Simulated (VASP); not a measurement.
# Cu (I4/mmm) in VASP: notebook, part 3 of 3

VASP 6.6.1.

**6. Relaxation of cell and atoms, LDA**

This run uses another cell than the first one, of 11.46 Å³/atom, 1.048 times its volume.

The input, INCAR:

```
SYSTEM = Cu
PREC = Accurate
ENCUT = 600
EDIFF = 1E-7
ISMEAR = -1
SIGMA = 0.05
LREAL = .False.
LASPH = .True.
NELM = 60
ALGO = Normal
ISIF = 3
LWAVE = .False.
LCHARG = .False.
GGA = CA
IBRION = 2
NSW = 80
EDIFFG = -0.01
```

The input, KPOINTS:

```
regular mesh
0
Gamma
  15 15 15
  0 0 0
```

The input, POSCAR:

```
Cu
1.0
   -1.4427930000      1.4427930000      1.3760810000
    1.4427930000     -1.4427930000      1.3760810000
    1.4427930000      1.4427930000     -1.3760810000
Cu
1
Direct
    0.0000000000      0.0000000000      0.0000000000
```

Potentials or basis: VASP PAW LDA potentials, release 64 (Cu).

Launch:

```
$ cat potpaw_LDA.64/Cu/POTCAR > POTCAR
$ mpirun -np 1 vasp_std > vasp.out
```

OUTCAR:

```text
SYSTEM = Cu
   PREC = Accurate
   ENCUT = 600
   EDIFF = 1E-7
   ISMEAR = -1
   LREAL = .False.
   LASPH = .True.
   NELM = 60
   ISIF = 3
   GGA = CA
   IBRION = 2
   NSW = 80
   EDIFFG = -0.01

 ion  position               nearest neighbor table
   1  0.000  0.000  0.000-

  LATTYP: Found a body centered tetragonal cell.
 ALAT       =     2.8855860000
 C/A-ratio  =     0.9537619049

  Lattice vectors:

 A1 = (  -1.4427930000,   1.4427930000,   1.3760810000)
 A2 = (   1.4427930000,  -1.4427930000,   1.3760810000)
 A3 = (   1.4427930000,   1.4427930000,  -1.3760810000)

Analysis of symmetry for initial positions (statically):
=====================================================================
 Subroutine PRICEL returns:
[... 247 lines left out ...]
  energy without entropy =       -4.67111852  energy(sigma->0) =       -4.67234840

 E-fermi :   8.2296     XC(G=0): -13.5325

 val. band max:        8.2238858895   @ k =  -0.3333   0.4000   0.2000
 cond. band min:       8.2518473911   @ k =   0.4667   0.0667  -0.0000
 fundamental gap:      0.0279615016
 Fermi energy:         8.2295586477

 k-point     1 :       0.0000    0.0000    0.0000
  band No.  band energies     occupation
      1      -1.6249      2.00000
      2       4.7601      2.00000
      3       4.9773      2.00000
      4       4.9773      2.00000
      5       5.9167      2.00000
      6       6.1469      2.00000
      7      33.6136      0.00000
      8      33.6136      0.00000
      9      34.9180      0.00000
[... 265 lines left out ...]
 k-point    24 :       0.2000    0.1333    0.0000
  band No.  band energies     occupation
      1       1.5226      2.00000
      2       4.4238      2.00000
      3       4.6034      2.00000
      4       5.8406      2.00000
      5       6.1821      2.00000
      6       6.2824      2.00000
      7      22.1618      0.00000
      8      24.3842      0.00000
      9      28.0873      0.00000

 [... further k-points ...]
[... 5 lines left out ...]
  --------------------------------------------------------------------------------------
  -------------------------------------------------------------------------------------
  Total        0.0019390      0.0019390     -0.0055203      0.0000000      0.0000000      0.0000000
  in kB        0.2828163      0.2828163     -0.8051814      0.0000000      0.0000000      0.0000000
  external PRESSURE =      -0.0798496 kB  Pullay stress =       0.0000000 kB
[... 16 lines left out ...]
  FREE ENERGIE OF THE ION-ELECTRON SYSTEM (eV)
  ---------------------------------------------------
  free  energy   TOTEN  =        -4.6735782730 eV

  energy  without entropy=       -4.6711185228  energy(sigma->0) =       -4.67234840

 reached required accuracy - stopping structural energy minimisation
```

OSZICAR:

```text
N       E                     dE             d eps       ncg     rms          rms(c)
DAV:   1     0.382023866389E+02    0.38202E+02   -0.62052E+03  5360   0.236E+03
DAV:   2    -0.515768243426E+01   -0.43360E+02   -0.41350E+02  5217   0.207E+02
DAV:   3    -0.564568342805E+01   -0.48800E+00   -0.48580E+00  6026   0.319E+01
[... 23 lines left out ...]
DAV:   3    -0.467995954018E+01    0.50870E-01   -0.40189E-01  5431   0.159E+01    0.554E-01
DAV:   4    -0.467362388136E+01    0.63357E-02   -0.11766E-02  7810   0.177E+00    0.604E-02
DAV:   5    -0.467358224706E+01    0.41634E-04   -0.33853E-04  5857   0.444E-01    0.170E-02
DAV:   6    -0.467357835371E+01    0.38933E-05   -0.74511E-06  7604   0.475E-02    0.282E-03
DAV:   7    -0.467357827296E+01    0.80752E-07   -0.41063E-07  3248   0.142E-02
   3 F= -.46735783E+01 E0= -.46723484E+01  d E =-.106769E-01
```

CONTCAR:

```text
Cu
   1.00000000000000
    -1.4232104739775577    1.4232104739775577    1.3557639642606709
     1.4232104739775577   -1.4232104739775577    1.3557639642606709
     1.4232104739775577    1.4232104739775577   -1.3557639642606709
  Cu
     1
Direct
     0.0000000000000000    0.0000000000000000    0.0000000000000000

  0.00000000E+00  0.00000000E+00  0.00000000E+00
```

Run time: 34 s. Hardware: 1 thread of Intel Xeon Platinum 8559C (Emerald Rapids), shared host; peak memory 0.15 GiB.

Results:

| Property | Result |
| --- | --- |
| Free energy | -4.6736 eV |
| Relaxed volume | 10.98 Å³/atom |
| Relaxed cell | a = 2.427 Å, b = 2.427 Å, c = 2.427 Å, α = 108.19°, β = 108.19°, γ = 112.07° |
| Space group after relaxing (to 0.05 Å) | I4/mmm (No. 139) |
| Energy gained by relaxing | 10.7 meV/atom |
| Ionic steps | 3 |
| Pressure after relaxing | 0.0 GPa |

Step by step:
```csv
step,energy change (eV),largest force (eV/Å),pressure (GPa),volume (Å³)
1,0.0000,0.0000,-6.89,11.46
2,-0.0049,0.0000,5.85,10.66
3,-0.0107,0.0000,-0.01,10.98
```

Final structure:
```xyz
1
Lattice="-1.4232 1.4232 1.3558 1.4232 -1.4232 1.3558 1.4232 1.4232 -1.3558" Properties=species:S:1:pos:R:3 pbc="T T T"
Cu    0.0000    0.0000    0.0000
```

**7. Relaxation of cell and atoms, BLYP+D3(BJ)**

This run uses another cell than the first one, of 11.46 Å³/atom, 1.048 times its volume.

The input, INCAR:

```
SYSTEM = Cu
PREC     = Accurate       ! precision mode
ENCUT    = 600            ! plane-wave cutoff, eV
EDIFF    = 1E-6           ! SCF threshold, eV
ISMEAR   = -1             ! smearing method
SIGMA    = 0.05           ! smearing width, eV
LREAL    = .False.        ! projectors in reciprocal space
LASPH    = .True.         ! aspherical terms in the spheres
NELM     = 100            ! most SCF steps
ALGO     = Normal         ! electronic algorithm
ISIF     = 3              ! what is computed and relaxed
LWAVE    = .False.        ! write WAVECAR
LCHARG   = .False.        ! write CHGCAR
GGA      = B5             ! functional
ALDAX    = 1.0          
AGGAX    = 1.0          
AGGAC    = 1.0          
ALDAC    = 0.0          
IVDW     = 12             ! dispersion correction
VDW_S6   = 1.0          
VDW_S8   = 2.6996       
VDW_A1   = 0.4298       
VDW_A2   = 4.2359       
IBRION   = 2              ! ionic algorithm
NSW      = 80             ! ionic steps
EDIFFG   = -0.01          ! ionic threshold
```

KPOINTS is that of step 6.

POSCAR is that of step 6.

Potentials or basis: VASP PAW PBE potentials, release 64 (Cu).

Launch:

```
$ cat potpaw_PBE.64/Cu/POTCAR > POTCAR
$ mpirun -np 1 vasp_std > vasp.out
```

Wall time 75 s (1 thread of Intel Xeon Platinum 8559C (Emerald Rapids), shared host); peak memory 0.17 GiB.

Results (log left out):

```
Free energy                            : -4.2525 eV
Relaxed volume                         : 11.23 Å³/atom
Relaxed cell                           : a = 2.446 Å, b = 2.446 Å, c = 2.446 Å, α = 107.49°, β = 107.49°, γ = 113.52°
Space group after relaxing (to 0.05 Å) : I4/mmm (No. 139)
Energy gained by relaxing              : 3.2 meV/atom
Ionic steps                            : 7
Pressure after relaxing                : 0.0 GPa
Dispersion energy per atom             : -1.389 eV
```

Stress tensor (GPa, compression positive):
```
-0.05  0.00  0.00
 0.00 -0.05  0.00
 0.00  0.00  0.07
```

Step by step:
| step | energy change (eV) | largest force (eV/Å) | pressure (GPa) | volume (Å³) |
| --- | --- | --- | --- | --- |
| 1 | 0.0000 | 0.0000 | -3.36 | 11.46 |
| 2 | -0.0018 | 0.0000 | 2.28 | 11.06 |
| 3 | -0.0028 | 0.0000 | 0.07 | 11.21 |
| 4 | -0.0028 | 0.0000 | 0.01 | 11.21 |
| 5 | -0.0029 | 0.0000 | -0.01 | 11.21 |
| 6 | -0.0031 | 0.0000 | -0.03 | 11.22 |
| 7 | -0.0032 | 0.0000 | -0.01 | 11.23 |

Final structure:
```
CELL_PARAMETERS angstrom
-1.44672 1.44672 1.34089
1.44672 -1.44672 1.34089
1.44672 1.44672 -1.34089
ATOMIC_POSITIONS crystal
Cu 0.00000 0.00000 0.00000
```

Levels at points of the mesh, in eV from the Fermi level:
```tsv
k point	band 4	band 5	band 6	band 7	band 8	band 9
(0.00, 0.00, 0.00)	-3.18	-2.42	-2.07	24.99	24.99	27.22
```

Caveat: the PAW data sets were made with another functional, which shifts forces and pressure a little; pairwise dispersion overbinds metals, which lowers pressure and volume.

**8. Summary**

```tsv
task	level	potentials or basis	cell	cutoff (eV)	gap on the mesh (eV)	pressure (GPa)	relaxed volume (Å³/atom)
single point	LDA	VASP PAW LDA potentials, release 64 (Cu)	a = 2.423 Å, angles 108.2, 108.2, 112.1°, 1 atom	520	none	0.9	-
single point	PBEsol	VASP PAW PBE potentials, release 64 (Cu)	a = 2.454 Å, angles 108.2, 108.2, 112.1°, 1 atom	520	none	0.7	-
single point	BLYP+D3(BJ)	VASP PAW PBE potentials, release 64 (Cu)	a = 2.442 Å, angles 107.6, 107.6, 113.2°, 1 atom	520	none	0.7	-
relaxation of cell and atoms	PBEsol	VASP PAW PBE potentials, release 64 (Cu)	relaxed from a = 2.461 Å, angles 108.2, 108.2, 112.0°, 1 atom	600	none	0.0	11.41
relaxation of cell and atoms	LDA	VASP PAW LDA potentials, release 64 (Cu)	relaxed from a = 2.461 Å, angles 108.2, 108.2, 112.0°, 1 atom	600	none	0.0	10.98
relaxation of cell and atoms	BLYP+D3(BJ)	VASP PAW PBE potentials, release 64 (Cu)	relaxed from a = 2.461 Å, angles 108.2, 108.2, 112.0°, 1 atom	600	none	0.0	11.23
```

Alike in all rows: no spin polarisation; k mesh 15 × 15 × 15; smearing fermi-dirac 0.05 eV.

Caveats: the PAW data sets were made with another functional, which shifts forces and pressure a little (some runs); pairwise dispersion overbinds metals, which lowers pressure and volume (some runs).

Total energies depend on the potentials used, so only differences within one code and one set of settings carry meaning.
